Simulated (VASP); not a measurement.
# GaSi62 (a cell with a defect) in VASP: notebook

The runs below take GaSi62 (a cell with a defect) through single point, with PBE+D3(BJ).

All numbers are computed with VASP 6.6.1; they aren't measurements. Logs are shortened: lines on timing, memory, paths and dates and some standing lists are left out, and cuts for length are marked.

### 1 The cell of the first run

The cell holds a defect, 63 atoms: a = 10.860 Å, b = 10.860 Å, c = 10.860 Å, α = 90.00°, β = 90.00°, γ = 90.00°.

### 2 Single point, PBE+D3(BJ), collinear spin

INCAR

```
PREC = Accurate ; ENCUT = 520
EDIFF = 1E-7 ; ISMEAR = 0
SIGMA = 0.02 ; LREAL = Auto
LASPH = T ; NELM = 150
ALGO = Normal ; ISIF = 2
LWAVE = F ; LCHARG = F
ISPIN = 2 ; MAGMOM = 0 0 0 0 0 0 0 0 0 0 0 0 0 0 0 0 0 0 0 0 0 0 0 0 0 0 0 0 0 0 0 0 0 0 0 0 0 0 0 0 0 0 0 0 0 0 0 0 0 0 0 0 0 0 0 0 0 0 0 0 0 0 1
LORBIT = 11 ; GGA = PE
IVDW = 12 ; NBANDS = 172
NELECT = 259.0
```

KPOINTS

```
regular mesh
0
Gamma
  1 1 1
```

POSCAR

```
GaSi62
1.0
   10.8600000000      0.0000000000      0.0000000000
    0.0000000000     10.8600000000      0.0000000000
    0.0000000000      0.0000000000     10.8600000000
Si Ga
62 1
Direct
    0.5019452902      0.0008909051     -0.0014738848
    0.6243047566      0.1256952434      0.1251341761
    0.7491090949      0.2480547098     -0.0014738848
    0.8763704851      0.3742739443      0.1241294271
    0.7505329177     -0.0005329177      0.2502883668
    0.8767350401      0.1254619848      0.3727615629
   -0.0028338677     -0.0002298631     -0.0028338677
    0.1237882453      0.1250946089      0.1237882453
    0.2494926607      0.2496953006      0.0018074059
    0.3753033040      0.3746966960      0.1259403505
    0.5003046994      0.5005073393      0.0018074059
    0.6249053911      0.6262117547      0.1237882453
    0.7502298631      0.7528338677     -0.0028338677
    0.8744394464      0.8755605536      0.1244200670
    0.2496568840      0.0001132395      0.2496568840
    0.3763462957      0.1239635307      0.3763462957
    0.5007076252      0.2492923748      0.2516784945
    0.6260364693      0.3736537043      0.3763462957
    0.7498867605      0.5003431160      0.2496568840
    0.8763704851      0.6258705729      0.3757260557
    0.4992303551     -0.0077336786      0.4992303551
    0.7577336786      0.2507696449      0.4992303551
    0.8767350401      0.3772384371      0.6245380152
    0.8711143585      0.1223509589      0.8711143585
   -0.0000854010      0.5000640893     -0.0000854010
    0.1249757686      0.6250242314      0.1249757686
    0.2499359107      0.7500854010     -0.0000854010
    0.3757260557      0.8736295149      0.1241294271
    0.0018074059      0.2496953006      0.2494926607
    0.1259403505      0.3746966960      0.3753033040
    0.2504422669      0.4995577331      0.2504422669
    0.3753033040      0.6240596495      0.3753033040
    0.5003046994      0.7481925941      0.2494926607
    0.6245380152      0.8732649599      0.3727615629
   -0.0014738848      0.0008909051      0.5019452902
    0.1251341761      0.1256952434      0.6243047566
    0.2516784945      0.2492923748      0.5007076252
    0.3763462957      0.3736537043      0.6260364693
    0.5007076252      0.4983215055      0.5007076252
    0.6243047566      0.6248658239      0.6243047566
    0.7491090949      0.7514738848      0.5019452902
    0.8711143585      0.8788856415      0.6276490411
    0.2502883668     -0.0005329177      0.7505329177
    0.3727615629      0.1254619848      0.8767350401
    0.4992303551      0.2507696449      0.7577336786
    0.6245380152      0.3772384371      0.8767350401
    0.7505329177      0.4997116332      0.7505329177
    0.8744394464      0.6255799330      0.8744394464
   -0.0000854010      0.7500854010      0.2499359107
    0.1241294271      0.8736295149      0.3757260557
    0.0018074059      0.5005073393      0.5003046994
    0.1237882453      0.6262117547      0.6249053911
    0.2494926607      0.7481925941      0.5003046994
    0.3727615629      0.8732649599      0.6245380152
   -0.0014738848      0.2480547098      0.7491090949
    0.1241294271      0.3742739443      0.8763704851
    0.2496568840      0.5003431160      0.7498867605
    0.3757260557      0.6258705729      0.8763704851
    0.5019452902      0.7514738848      0.7491090949
    0.6276490411      0.8788856415      0.8711143585
   -0.0028338677      0.7528338677      0.7502298631
    0.1244200670      0.8755605536      0.8744394464
    0.6228418512      0.1271581488      0.6228418512
```

Potentials or basis: VASP PAW PBE potentials, release 64 (Si, Ga_d).

On the command line:

```sh
cat potpaw_PBE.64/Si/POTCAR potpaw_PBE.64/Ga_d/POTCAR > POTCAR
mpirun -np 1 vasp_gam > vasp.out
```

OUTCAR:

```text
PREC = Accurate
   ENCUT = 520
   EDIFF = 1E-7
   ISMEAR = 0
   LREAL = Auto
   LASPH = T
   NELM = 150
   ISIF = 2
   ISPIN = 2
   LORBIT = 11
   GGA = PE
   IVDW = 12
   NELECT = 259.0
 IVDW          = 12

 ion  position               nearest neighbor table
   1  0.502  0.001  0.999-   2 2.34  60 2.35  44 2.36  28 2.38
   2  0.624  0.126  0.125-  17 2.34   3 2.34   1 2.34   5 2.37
   3  0.749  0.248  0.999-   2 2.34  24 2.35  46 2.36   4 2.38
   4  0.876  0.374  0.124-  25 2.34  29 2.35  19 2.37   3 2.38
   5  0.751  0.999  0.250-  14 2.34   6 2.35  34 2.35   2 2.37
   6  0.877  0.125  0.373-  22 2.33  29 2.34   5 2.35  35 2.36
[... 51 lines left out ...]
  58  0.376  0.626  0.876-  27 2.34  11 2.35  57 2.37  59 2.38
  59  0.502  0.751  0.749-  40 2.34  60 2.35  54 2.36  58 2.38
  60  0.628  0.879  0.871-  13 2.35   1 2.35  59 2.35
  61  0.997  0.753  0.750-  48 2.35  62 2.35  42 2.35  52 2.37
  62  0.124  0.876  0.874-  43 2.34   7 2.35  61 2.35  27 2.36
  63  0.623  0.127  0.623-  21 2.40  22 2.40  45 2.40

  LATTYP: Found a simple cubic cell.
 ALAT       =    10.8600000000

  Lattice vectors:

 A1 = (  10.8600000000,   0.0000000000,   0.0000000000)
 A2 = (   0.0000000000,  10.8600000000,   0.0000000000)
 A3 = (   0.0000000000,   0.0000000000,  10.8600000000)

Analysis of symmetry for initial positions (statically):
=====================================================================
 Subroutine PRICEL returns:
 Original cell was already a primitive cell.

 Routine SETGRP: Setting up the symmetry group for a
 simple cubic supercell.

 Subroutine GETGRP returns: Found  6 space group operations
 (whereof  2 operations were pure point group operations)
 out of a pool of 48 trial point group operations.

The static configuration has the point symmetry C_1h.
 The point group associated with its full space group is C_3v.

Analysis of symmetry for dynamics (positions and initial velocities):
=====================================================================
 Subroutine PRICEL returns:
 Original cell was already a primitive cell.

 Routine SETGRP: Setting up the symmetry group for a
 simple cubic supercell.

 Subroutine GETGRP returns: Found  6 space group operations
 (whereof  2 operations were pure point group operations)
 out of a pool of 48 trial point group operations.

The dynamic configuration has the point symmetry C_1h.
 The point group associated with its full space group is C_3v.

Analysis of structural, dynamic, and magnetic symmetry:
=====================================================================
 Subroutine PRICEL returns:
 Original cell was already a primitive cell.

 Routine SETGRP: Setting up the symmetry group for a
 simple cubic supercell.

 Subroutine GETGRP returns: Found  6 space group operations
 (whereof  2 operations were pure point group operations)
 out of a pool of 48 trial point group operations.

The overall configuration has the point symmetry C_1h.
 The point group associated with its full space group is C_3v.

 Subroutine INISYM returns: Found  6 space group operations
 (whereof  2 operations are pure point group operations),
 and found     1 'primitive' translations

----------------------------------------------------------------------------------------

                                     Primitive cell

  volume of cell :    1280.8241

  direct lattice vectors                    reciprocal lattice vectors
    10.860000000  0.000000000  0.000000000     0.092081031  0.000000000  0.000000000
     0.000000000 10.860000000  0.000000000     0.000000000  0.092081031  0.000000000
     0.000000000  0.000000000 10.860000000     0.000000000  0.000000000  0.092081031

  length of vectors
    10.860000000 10.860000000 10.860000000     0.092081031  0.092081031  0.092081031

[... 172 lines left out ...]
   ISPIN  =      2    spin polarized calculation?
   LNONCOLLINEAR =      F non collinear calculations
   LSORBIT =      F    spin-orbit coupling
   LASPH  =      T    aspherical Exc in radial PAW
   ENCUT  =  520.0 eV  38.22 Ry    6.18 a.u.  20.19 20.19 20.19*2*pi/ulx,y,z
   NELM   =    150;   NELMIN=  2; NELMDL= -5     # of ELM steps
   EDIFF  = 0.1E-06   stopping-criterion for ELM
   LREAL  =      T    real-space projection
   EDIFFG = 0.1E-05   stopping-criterion for IOM
   NSW    =      0    number of steps for IOM
   IBRION =     -1    ionic relax: 0-MD 1-quasi-New 2-CG
   NFREE  =      0    steps in history (QN), initial steepest desc. (CG)
   ISIF   =      2    stress and relaxation
   ISYM   =      2    0-nonsym 1-usesym 2-fastsym
   POTIM  = 0.5000    time-step for ionic-motion
   TEBEG  =    0.0;   TEEND  =   0.0 temperature during run
   PSTRESS=    0.0 pullay stress
   NELECT =     259.0000    total number of electrons
   NUPDOWN=      -1.0000    fix difference up-down
   EMIN   =  10.00;   EMAX   =-10.00  energy-range for DOS
   EFERMI =   0.00;   METHOD = LEGACY
   ISMEAR =     0;   SIGMA  =   0.02  broadening in eV -4-tet -1-fermi 0-gaus
   EFERMI_NEDOS =   21; number of points for ismear=-14 and -15
   IALGO  =     38    algorithm
   IMIX   =      4    mixing-type and parameters
     AMIX     =   0.40;   BMIX     =  1.00
     AMIX_MAG =   1.60;   BMIX_MAG =  1.00
  volume/ion in A,a.u.               =      20.33       137.20
  Fermi-wavevector in a.u.,A,eV,Ry     =   0.960900  1.815838 12.562655  0.923329
  Thomas-Fermi vector in A             =   2.090225
   LORBIT       =     11    0 simple, 1 ext, 2 COOP (PROOUT), +10 PAW based schemes
   GGA     = PE    functional components
   LHFCALC =     F    Hartree Fock is set to
   AEXX    =    0.0000 exact exchange contribution
   IVDW    =    12    specifies the selected vdW correction
   LEPSILON=     F    determine dielectric tensor
   LRPA    =     F    only Hartree local field effects (RPA)
 spin polarized calculation
 Gauss-broadening in eV      SIGMA  =   0.02
  energy-cutoff  :      520.00
  volume of cell :     1280.82
 maximum number of plane-waves:     17229
 NGX is ok and might be reduce to    84
   NGX = 41   NGY = 41   NGZ = 41

 number of electron     258.9999990 magnetization       0.9887679

 Free energy of the ion-electron system (eV)
  ---------------------------------------------------
  ext. energy  EPLUGINS =         0.00000000
  ---------------------------------------------------
  free energy    TOTEN  =      -341.95638095 eV

  energy without entropy =     -341.95592714  energy(sigma->0) =     -341.95615405

 E-fermi :   5.5276     XC(G=0):  -9.3171

 val. band max:        5.4917543029   @ k =   0.0000   0.0000   0.0000
 cond. band min:       5.5634587651   @ k =   0.0000   0.0000   0.0000
 fundamental gap:      0.0717044623
 Fermi energy:         5.5276065340

 spin component 1

 k-point     1 :       0.0000    0.0000    0.0000
  band No.  band energies     occupation
      1      -8.9799      1.00000
      2      -8.9486      1.00000
      3      -8.9486      1.00000
      4      -8.8428      1.00000
      5      -8.8428      1.00000
      6      -6.2284      1.00000
[... 133 lines left out ...]
    140       6.8879      0.00000
    141       6.8879      0.00000
 Fermi energy:         5.5276065340

 spin component 2

 k-point     1 :       0.0000    0.0000    0.0000
  band No.  band energies     occupation
      1      -8.9733      1.00000
      2      -8.9434      1.00000
      3      -8.9434      1.00000
      4      -8.8408      1.00000
      5      -8.8408      1.00000
      6      -6.2120      1.00000
[... 133 lines left out ...]
    140       6.8967      0.00000
    141       6.8995      0.00000
 [bands above 141 left out]

------------------------ aborting loop because EDIFF is reached ----------------------------------------

 Edisp (eV)  -19.82461

 E6    (eV) :   -11.5873

 E8    (eV) :    -8.2373

  FORCE on cell =-STRESS in cart. coord.  units (eV):
  Direction    XX          YY          ZZ          XY          YZ          ZX
  --------------------------------------------------------------------------------------
  -------------------------------------------------------------------------------------
  Total     -20.76128   -20.76128   -20.76128     2.92217     2.92217    -2.92217
  in kB     -25.97019   -25.97019   -25.97019     3.65533     3.65533    -3.65533
  external pressure =      -25.97 kB  Pullay stress =        0.00 kB

 VOLUME and BASIS-vectors are now :
 -----------------------------------------------------------------------------
  energy-cutoff  :      520.00
  volume of cell :     1280.82
      direct lattice vectors                 reciprocal lattice vectors
    10.860000000  0.000000000  0.000000000     0.092081031  0.000000000  0.000000000
     0.000000000 10.860000000  0.000000000     0.000000000  0.092081031  0.000000000
     0.000000000  0.000000000 10.860000000     0.000000000  0.000000000  0.092081031

 POSITION                                       TOTAL-FORCE (eV/Angst)
 -----------------------------------------------------------------------------------
      5.45113      0.00968     10.84399        -0.010919     -0.000140      0.007096
      6.77995      1.36505      1.35896         0.000489     -0.000489      0.001950
      8.13532      2.69387     10.84399         0.000140      0.010919      0.007096
      9.51738      4.06462      1.34805        -0.001055     -0.000928      0.003557
      8.15079     10.85421      2.71813         0.000361     -0.000361      0.001488
      9.52134      1.36252      4.04819         0.000364     -0.013454      0.005631
[... 55 lines left out ...]
      1.35120      9.50859      9.49641         0.001720     -0.004791      0.004791
      6.76406      1.38094      6.76406        -0.002130      0.002130     -0.002130
 -----------------------------------------------------------------------------------
    total drift:                               -0.035506      0.035506     -0.035506

  FREE ENERGIE OF THE ION-ELECTRON SYSTEM (eV)
  ---------------------------------------------------
  free  energy   TOTEN  =      -361.7809955529 eV

  energy  without entropy=     -361.7805417484  energy(sigma->0) =     -361.78076865

 total charge

# of ion       s       p       d       tot
------------------------------------------
    1        0.743   0.936   0.000   1.678
    2        0.740   0.951   0.000   1.691
    3        0.743   0.936   0.000   1.678
    4        0.745   0.933   0.000   1.678
    5        0.739   0.951   0.000   1.690
    6        0.740   0.957   0.000   1.697
[... 55 lines left out ...]
   62        0.739   0.953   0.000   1.692
   63        0.938   0.761   9.952  11.651
--------------------------------------------------
tot         47.041  59.083   9.952 116.076

 magnetization (x)

# of ion       s       p       d       tot
------------------------------------------
    1        0.000   0.009   0.000   0.009
    2        0.000   0.012   0.000   0.012
    3        0.000   0.009   0.000   0.009
    4        0.000   0.008   0.000   0.008
    5        0.000   0.013   0.000   0.013
    6        0.000   0.009   0.000   0.009
[... 55 lines left out ...]
   62        0.000   0.007   0.000   0.008
   63        0.004   0.013  -0.000   0.017
--------------------------------------------------
tot          0.013   0.438  -0.000   0.450
```

Run time: 13 min. Hardware: 1 thread of Intel Xeon Platinum 8488C (Sapphire Rapids), shared host; peak memory 1.4 GiB.

Results:

```
Free energy                                           : -361.7810 eV
Largest force                                         : 0.031 eV/Å
Net moment                                            : 0.99 μB per cell
Valence electrons inside the program's atomic spheres : Si 1.68, 1.69, 1.70, 1.62 (each value once); Ga 11.65
Dispersion energy per atom                            : -0.315 eV
```

Forces on the atoms (eV/Å):
```
Si  -0.011  0.000  0.007
Si   0.000  0.000  0.002
Si   0.000  0.011  0.007
Si  -0.001 -0.001  0.004
Si   0.000  0.000  0.001
Si   0.000 -0.013  0.006
Si   0.005  0.000  0.005
Si   0.000 -0.008  0.000
Si  -0.004  0.004 -0.004
Si   0.002 -0.002  0.006
Si  -0.004  0.004 -0.004
Si   0.008  0.000  0.000
Si   0.000 -0.005  0.005
Si   0.005 -0.005  0.002
Si  -0.011  0.006 -0.011
Si   0.004 -0.015  0.004
Si  -0.002  0.002 -0.002
Si   0.015 -0.004  0.004
Si  -0.006  0.011 -0.011
Si  -0.001 -0.004  0.001
Si  -0.009  0.010 -0.009
Si  -0.010  0.009 -0.009
Si   0.000 -0.006  0.013
Si  -0.014 -0.024 -0.014
Si  -0.005  0.002 -0.005
Si  -0.002  0.002 -0.002
Si  -0.002  0.005 -0.005
Si   0.001  0.001  0.004
Si  -0.004  0.004 -0.004
Si   0.006 -0.002  0.002
Si   0.000  0.000  0.000
Si   0.002 -0.006  0.002
Si  -0.004  0.004 -0.004
Si   0.013  0.000  0.006
Si   0.007  0.000 -0.011
Si   0.002  0.000  0.000
Si  -0.002  0.002 -0.002
Si   0.004 -0.004  0.015
Si  -0.002  0.002 -0.002
Si   0.000 -0.002  0.000
Si   0.000 -0.007 -0.011
Si  -0.014  0.014  0.024
Si   0.001  0.000  0.000
Si   0.006 -0.013  0.000
Si  -0.009  0.009 -0.010
Si   0.013 -0.006  0.000
Si   0.000 -0.001  0.000
Si   0.005 -0.002  0.005
Si  -0.005  0.005 -0.002
Si   0.004  0.001  0.001
Si  -0.004  0.004 -0.004
Si   0.000  0.000  0.008
Si  -0.004  0.004 -0.004
Si   0.006  0.000  0.013
Si   0.007  0.011  0.000
Si   0.004 -0.001 -0.001
Si  -0.011  0.011 -0.006
Si   0.001 -0.004 -0.001
Si  -0.011 -0.007  0.000
Si   0.024  0.014 -0.014
Si   0.005 -0.005  0.000
Si   0.002 -0.005  0.005
Ga  -0.002  0.002 -0.002
```

Caveat: the k points lie up to 0.58 Å⁻¹ apart; the cell carries a net charge on a neutralising background, which shifts energy and pressure; the cell is charged against a uniform background, so pressure and absolute levels hang on convention.

(Continued in part 2 of 3.)
